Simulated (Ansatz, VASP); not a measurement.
**BeS: VASP beside Ansatz**

INCAR

```
PREC     = Accurate       # precision mode
ENCUT    = 520            # plane-wave cutoff, eV
EDIFF    = 1E-6           # SCF threshold, eV
ISMEAR   = 0              # smearing method
SIGMA    = 0.05           # smearing width, eV
LREAL    = F              # projectors in reciprocal space
LASPH    = T              # aspherical terms in the spheres
NELM     = 80             # most SCF steps
ALGO     = Normal         # electronic algorithm
ISIF     = 2              # what is computed and relaxed
LWAVE    = F              # write WAVECAR
LCHARG   = F              # write CHGCAR
GGA      = PS             # functional
NBANDS   = 11             # bands
```

Contents of KPOINTS:

```
regular mesh
0
Gamma
  10 10 10
```

POSCAR

```
BeS
1.0
    0.0000000000      2.3425884946      2.4581201413
    2.4581201413      0.0000000000      2.4581201413
    2.4581201413      2.3425884946      0.0000000000
Be S
1 1
Direct
    0.0000000000      0.0000000000      0.0000000000
    0.7500000000      0.7500000000      0.7500000000
```

Input for Ansatz:

```yaml
crystal:
  lattice:
    - [0.0, 2.3425884946, 2.4581201413]
    - [2.4581201413, 0.0, 2.4581201413]
    - [2.4581201413, 2.3425884946, 0.0]
  atoms:
    - { symbol: Be, position: [0.0, 0.0, 0.0] }
    - { symbol: S, position: [0.75, 0.75, 0.75] }
basis:
  ecutwfc: 520.0
kpoints:
  mp_grid: { grid: [10, 10, 10] }
hamiltonian:
  xc: pbesol
scf:
  occupations: { method: gaussian, width: 0.05 }
output:
  forces: true
  stress: true
  eigenvalues: true
```

Alike in both runs: task single point; functional PBEsol; k mesh 10 × 10 × 10; occupations gaussian, width 0.05 eV; no spin polarisation.

|  | VASP | Ansatz |
| --- | --- | --- |
| version | VASP 6.6.1 | Ansatz 0.2.0 |
| potentials or method | VASP PAW PBE potentials, release 64 (Be, S), cutoff 520 eV | scalar-relativistic, plane waves, PAW |
| valence electrons in the cell | 8 | 8 |

|  | VASP | Ansatz | Ansatz less VASP |
| --- | --- | --- | --- |
| gap on the k mesh at the Fermi level (eV) | 2.52 | 2.52 | -0.003 |
| least direct gap on the mesh (eV) | 5.43 | 5.40 | -0.028 |
| pressure (GPa) | 0.1 | 0.0 | -0.16 |
| traceless stress, the component that is largest in VASP (GPa) | 2.77 | 2.78 | +0.015 |

VASP's potentials were made for PBE, not for PBEsol.
